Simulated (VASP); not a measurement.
Li, 16 atoms in the cell. The typed cell holds 16 atoms: a = 7.094 Å, b = 7.094 Å, c = 7.094 Å, α = 90.00°, β = 90.00°, γ = 90.00°. 

```yaml
Program: VASP 6.6.1
Task: single point
Functional: PBE
Potentials_or_basis: VASP PAW PBE potentials, release 64 (Li_sv)
Cutoff: 520 eV
k_mesh: 2 × 2 × 2
Occupations: fermi-dirac, width 0.1 eV
Spin: no spin polarisation
Dipole_correction: no
Further_INCAR_settings: LREAL = Auto; ALGO = Normal; EDIFF = 1e-06; NBANDS = 38
```

Potentials or basis: VASP PAW PBE potentials, release 64 (Li_sv).

Command:

```console
$ cat potpaw_PBE.64/Li_sv/POTCAR > POTCAR
$ mpirun -np 1 vasp_std > vasp.out
```

Hardware: 1 thread of Intel(R) Xeon(R) Platinum 8259CL CPU @ 2.50GHz (Skylake/Cascade Lake), on a shared host.

**Question.** How long does it take, and how much memory?

**Answer.** It took 2.8 min on 1 thread of Intel(R) Xeon(R) Platinum 8259CL CPU @ 2.50GHz (Skylake/Cascade Lake), with other jobs on the host, peak memory 0.38 GiB. Counts: scf iterations 14, k points 8.
